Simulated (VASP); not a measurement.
# BaTe (Fm-3m) in VASP: settings compared

The runs below take BaTe through density of states, with PBE, PBEsol.

All numbers are computed with VASP 6.6.1; they aren't measurements. Logs are shortened: lines on timing, memory, paths and dates and some standing lists are left out, and cuts for length are marked.

**1. The cell of the first run**

It takes space group Fm-3m (No. 225, cubic). The conventional cell has a = 7.067 Å, b = 7.067 Å, c = 7.067 Å, α = 90.00°, β = 90.00°, γ = 90.00°. Within 4.6 Å of Ba (site symmetry m-3m) lie 6 Te at 3.53 Å. Te (site symmetry m-3m) has 6 Ba at 3.53 Å within 4.6 Å.

**2. Density of states, PBE**

The input, POSCAR:

```
BaTe
1.0
    0.0000000000      3.5333383813      3.5333383813
    3.5333383813      0.0000000000      3.5333383813
    3.5333383813      3.5333383813      0.0000000000
Ba Te
1 1
Direct
    0.5000000000      0.5000000000      0.5000000000
    0.0000000000      0.0000000000      0.0000000000
```

The input, INCAR.step1:

```
PREC     = Accurate       # precision mode
ENCUT    = 520            # plane-wave cutoff, eV
EDIFF    = 1E-7           # SCF threshold, eV
ISMEAR   = 0              # smearing method
SIGMA    = 0.02           # smearing width, eV
LREAL    = F              # projectors in reciprocal space
LASPH    = T              # aspherical terms in the spheres
NELM     = 80             # most SCF steps
ALGO     = Normal         # electronic algorithm
ISIF     = 2              # what is computed and relaxed
LWAVE    = F              # write WAVECAR
LCHARG   = T              # write CHGCAR
GGA      = PE             # functional
NBANDS   = 15             # bands
```

The input, KPOINTS.step1:

```
regular mesh
0
Gamma
  8 8 8
```

The input, INCAR.step2:

```
PREC     = Accurate       # precision mode
ENCUT    = 520            # plane-wave cutoff, eV
EDIFF    = 1E-7           # SCF threshold, eV
ISMEAR   = -5             # smearing method
SIGMA    = 0.02           # smearing width, eV
LREAL    = F              # projectors in reciprocal space
LASPH    = T              # aspherical terms in the spheres
NELM     = 80             # most SCF steps
ALGO     = Normal         # electronic algorithm
ISIF     = 2              # what is computed and relaxed
LWAVE    = F              # write WAVECAR
LCHARG   = F              # write CHGCAR
GGA      = PE             # functional
LORBIT   = 11             # projections on sites
NBANDS   = 15             # bands
NEDOS    = 2001           # points of the DOS
ICHARG   = 11             # starting density
```

The input, KPOINTS.step2:

```
regular mesh
0
Gamma
  12 12 12
```

Potentials or basis: VASP PAW PBE potentials, release 64 (Ba_sv, Te).

Launch:

```console
cat potpaw_PBE.64/Ba_sv/POTCAR potpaw_PBE.64/Te/POTCAR > POTCAR
cp INCAR.step1 INCAR
cp KPOINTS.step1 KPOINTS
mpirun -np 1 vasp_std > vasp.out
cp INCAR.step2 INCAR
cp KPOINTS.step2 KPOINTS
mpirun -np 1 vasp_std > vasp.out
```

OUTCAR:

```text
PREC = Accurate
   ENCUT = 520
   EDIFF = 1E-7
   ISMEAR = -5
   LREAL = F
   LASPH = T
   NELM = 80
   ISIF = 2
   GGA = PE
   LORBIT = 11
   ICHARG = 11

 ion  position               nearest neighbor table
   1  0.500  0.500  0.500-   2 3.53   2 3.53   2 3.53   2 3.53   2 3.53   2 3.53
   2  0.000  0.000  0.000-   1 3.53   1 3.53   1 3.53   1 3.53   1 3.53   1 3.53

  LATTYP: Found a face centered cubic cell.
 ALAT       =     7.0666767626

  Lattice vectors:

 A1 = (   0.0000000000,   3.5333383813,   3.5333383813)
 A2 = (   3.5333383813,   0.0000000000,   3.5333383813)
 A3 = (   3.5333383813,   3.5333383813,   0.0000000000)

Analysis of symmetry for initial positions (statically):
=====================================================================
 Subroutine PRICEL returns:
 Original cell was already a primitive cell.

 Routine SETGRP: Setting up the symmetry group for a
 face centered cubic supercell.

 Subroutine GETGRP returns: Found 48 space group operations
 (whereof 48 operations were pure point group operations)
 out of a pool of 48 trial point group operations.

The static configuration has the point symmetry O_h .

Analysis of symmetry for dynamics (positions and initial velocities):
=====================================================================
 Subroutine PRICEL returns:
 Original cell was already a primitive cell.

 Routine SETGRP: Setting up the symmetry group for a
 face centered cubic supercell.

 Subroutine GETGRP returns: Found 48 space group operations
 (whereof 48 operations were pure point group operations)
 out of a pool of 48 trial point group operations.

The dynamic configuration has the point symmetry O_h .

 Subroutine INISYM returns: Found 48 space group operations
 (whereof 48 operations are pure point group operations),
 and found     1 'primitive' translations

----------------------------------------------------------------------------------------

                                     Primitive cell

  volume of cell :      88.2238

  direct lattice vectors                    reciprocal lattice vectors
     0.000000000  3.533338381  3.533338381    -0.141509232  0.141509232  0.141509232
     3.533338381  0.000000000  3.533338381     0.141509232 -0.141509232  0.141509232
     3.533338381  3.533338381  0.000000000     0.141509232  0.141509232 -0.141509232

  length of vectors
     4.996895059  4.996895059  4.996895059     0.245101179  0.245101179  0.245101179

  position of ions in fractional coordinates (direct lattice)
[... 98 lines left out ...]
   IALGO  =     38    algorithm
   IMIX   =      4    mixing-type and parameters
     AMIX     =   0.40;   BMIX     =  1.00
     AMIX_MAG =   1.60;   BMIX_MAG =  1.00
  volume/ion in A,a.u.               =      44.11       297.68
  Fermi-wavevector in a.u.,A,eV,Ry     =   0.926658  1.751130 11.683262  0.858696
  Thomas-Fermi vector in A             =   2.052644
   LORBIT       =     11    0 simple, 1 ext, 2 COOP (PROOUT), +10 PAW based schemes
   GGA     = PE    functional components
   LHFCALC =     F    Hartree Fock is set to
   AEXX    =    0.0000 exact exchange contribution
   IVDW    =     0    specifies the selected vdW correction
   LEPSILON=     F    determine dielectric tensor
   LRPA    =     F    only Hartree local field effects (RPA)
 non-spin polarized calculation
 Fermi weights with tetrahedron method with Bloechl corrections
  energy-cutoff  :      520.00
  volume of cell :       88.22
 maximum number of plane-waves:      2421
 NGX is ok and might be reduce to    40

 number of electron      16.0000000 magnetization

 Free energy of the ion-electron system (eV)
  ---------------------------------------------------
  ext. energy  EPLUGINS =         0.00000000
  ---------------------------------------------------
  free energy    TOTEN  =        -8.62884528 eV

  energy without entropy =       -8.62884528  energy(sigma->0) =       -8.62884528

 E-fermi :   2.1144     XC(G=0):  -8.1327

 val. band max:        2.1002436906   @ k =   0.0000   0.0000   0.0000
 cond. band min:       3.6799726092   @ k =   0.5000   0.5000   0.0000
 fundamental gap:      1.5797289186
 Fermi energy:         2.1143562717

 k-point     1 :       0.0000    0.0000    0.0000
  band No.  band energies     occupation
      1     -24.9944      2.00000
      2     -10.1389      2.00000
      3     -10.1389      2.00000
      4     -10.1389      2.00000
      5      -7.3791      2.00000
      6       2.1002      2.00000
      7       2.1002      2.00000
      8       2.1002      2.00000
      9       4.9015      0.00000
     10       5.0427      0.00000
     11       5.0427      0.00000
     12       5.0427      0.00000
     13       5.6298      0.00000
     14       5.6298      0.00000
[... 401 lines left out ...]
      2     -10.4523      2.00000
      3     -10.1934      2.00000
      4     -10.1587      2.00000
      5      -6.8111      2.00000
      6       0.1827      2.00000
      7       1.0848      2.00000
      8       1.0979      2.00000
      9       5.9248      0.00000
     10       6.3881      0.00000
     11       6.7707      0.00000
     12       7.4928      0.00000
     13       8.2226      0.00000
     14       8.8696      0.00000
     15       9.7711      0.00000

 [... further k-points ...]

------------------------ aborting loop because EDIFF is reached ----------------------------------------

  FORCE on cell =-STRESS in cart. coord.  units (eV):
  Direction    XX          YY          ZZ          XY          YZ          ZX
  --------------------------------------------------------------------------------------
  -------------------------------------------------------------------------------------
  Total        0.1502604      0.1502604      0.1502604      0.0000000      0.0000000      0.0000000
  in kB        2.7287858      2.7287858      2.7287858      0.0000000      0.0000000      0.0000000
  external PRESSURE =       2.7287858 kB  Pullay stress =       0.0000000 kB

 VOLUME and BASIS-vectors are now :
 -----------------------------------------------------------------------------
  energy-cutoff  :      520.00
  volume of cell :       88.22
      direct lattice vectors                 reciprocal lattice vectors
     0.000000000  3.533338381  3.533338381    -0.141509232  0.141509232  0.141509232
     3.533338381  0.000000000  3.533338381     0.141509232 -0.141509232  0.141509232
     3.533338381  3.533338381  0.000000000     0.141509232  0.141509232 -0.141509232

 POSITION                                       TOTAL-FORCE (eV/Angst)
 -----------------------------------------------------------------------------------
      3.53334      3.53334      3.53334         0.000000     -0.000000     -0.000000
      0.00000      0.00000      0.00000        -0.000000      0.000000      0.000000
 -----------------------------------------------------------------------------------
    total drift:                                0.000000     -0.000000      0.000000

  FREE ENERGIE OF THE ION-ELECTRON SYSTEM (eV)
  ---------------------------------------------------
  free  energy   TOTEN  =        -8.6288452831 eV

  energy  without entropy=       -8.6288452831  energy(sigma->0) =       -8.62884528

 total charge

# of ion       s       p       d       tot
------------------------------------------
    1        2.008   5.608   0.256   7.872
    2        1.341   2.119   0.003   3.463
--------------------------------------------------
tot          3.349   7.727   0.259  11.335
```

OSZICAR.step1:

```text
N       E                     dE             d eps       ncg     rms          rms(c)
DAV:   1     0.834457589170E+02    0.83446E+02   -0.61227E+03   870   0.858E+02
DAV:   2    -0.368860600087E+01   -0.87134E+02   -0.81018E+02  1203   0.166E+02
DAV:   3    -0.860477305585E+01   -0.49162E+01   -0.48856E+01  1243   0.405E+01
DAV:   4    -0.873315501699E+01   -0.12838E+00   -0.12836E+00  1102   0.569E+00
DAV:   5    -0.873514944021E+01   -0.19944E-02   -0.19942E-02  1227   0.679E-01    0.358E+00
DAV:   6    -0.861857732838E+01    0.11657E+00   -0.13559E-01   961   0.181E+00    0.235E+00
DAV:   7    -0.862111803435E+01   -0.25407E-02   -0.11048E-01  1123   0.184E+00    0.834E-01
DAV:   8    -0.862817865091E+01   -0.70606E-02   -0.15342E-02   954   0.824E-01    0.200E-01
DAV:   9    -0.862855393474E+01   -0.37528E-03   -0.83725E-04  1143   0.183E-01    0.654E-02
DAV:  10    -0.862878042271E+01   -0.22649E-03   -0.40049E-04   968   0.135E-01    0.255E-02
DAV:  11    -0.862879361367E+01   -0.13191E-04   -0.41704E-05  1166   0.363E-02    0.237E-02
DAV:  12    -0.862878920731E+01    0.44064E-05   -0.14469E-05  1066   0.193E-02    0.137E-02
DAV:  13    -0.862879020777E+01   -0.10005E-05   -0.10176E-06   982   0.617E-03    0.211E-03
DAV:  14    -0.862879035009E+01   -0.14232E-06   -0.19664E-08   792   0.869E-04    0.516E-04
DAV:  15    -0.862879046456E+01   -0.11447E-06   -0.12803E-08   589   0.759E-04    0.181E-04
DAV:  16    -0.862879044217E+01    0.22387E-07   -0.96349E-10   526   0.208E-04
   1 F= -.86287904E+01 E0= -.86287904E+01  d E =-.744182E-25
```

It took 2.6 min on 1 thread of AMD EPYC 7R43 (Zen 3), shared host; peak memory 0.25 GiB.

Results:

- Valence electrons inside the program's atomic spheres: Ba 7.87; Te 3.46

Caveat: spin-orbit coupling is left out, which moves the levels of the heavy elements.

**3. Density of states, PBEsol**

POSCAR is that of step 2.

The input, INCAR.step1:

```
SYSTEM = BaTe
PREC = Accurate ; ENCUT = 520
EDIFF = 1E-6 ; ISMEAR = 0
SIGMA = 0.02 ; LREAL = .False.
LASPH = .True. ; NELM = 100
ALGO = Normal ; ISIF = 2
LWAVE = .False. ; LCHARG = .True.
GGA = PS ; NBANDS = 15
```

The input, KPOINTS.step1:

```
regular mesh
0
Gamma
  8 8 8
  0 0 0
```

The input, INCAR.step2:

```
SYSTEM = BaTe
PREC = Accurate ; ENCUT = 520
EDIFF = 1E-6 ; ISMEAR = -5
SIGMA = 0.02 ; LREAL = .False.
LASPH = .True. ; NELM = 100
ALGO = Normal ; ISIF = 2
LWAVE = .False. ; LCHARG = .False.
GGA = PS ; LORBIT = 11
NEDOS = 1001 ; ICHARG = 11
```

The input, KPOINTS.step2:

```
regular mesh
0
Gamma
  12 12 12
  0 0 0
```

Potentials or basis: VASP PAW PBE potentials, release 64 (Ba_sv, Te).

Launch:

```console
cat potpaw_PBE.64/Ba_sv/POTCAR potpaw_PBE.64/Te/POTCAR > POTCAR
cp INCAR.step1 INCAR
cp KPOINTS.step1 KPOINTS
mpirun -np 1 vasp_std > vasp.out
cp INCAR.step2 INCAR
cp KPOINTS.step2 KPOINTS
mpirun -np 1 vasp_std > vasp.out
```

Run time: 2.1 min. Hardware: 1 thread of AMD EPYC 7R43 (Zen 3), shared host; peak memory 0.25 GiB.

The run converged. Its results:

```yaml
Valence_electrons_inside_the_program's_atomic_spheres: Ba 7.86; Te 3.45
```

Levels at points of the mesh, in eV from the valence-band top:
```csv
k point,band 5,band 6,band 7,band 8,band 9,band 10,band 11,band 12
"(0.00, 0.00, 0.00)",-9.52,0.00,0.00,0.00,2.65,2.88,2.88,2.88
"(0.50, 0.00, 0.00)",-8.84,-2.20,-1.09,-1.09,4.03,4.63,4.79,4.79
"(0.50, 0.50, 0.00)",-9.32,-1.15,-0.39,-0.39,1.49,4.37,4.41,5.44
```

Caveat: the PAW data sets were made with another functional, which shifts forces and pressure a little; spin-orbit coupling is left out, which moves the levels of the heavy elements.
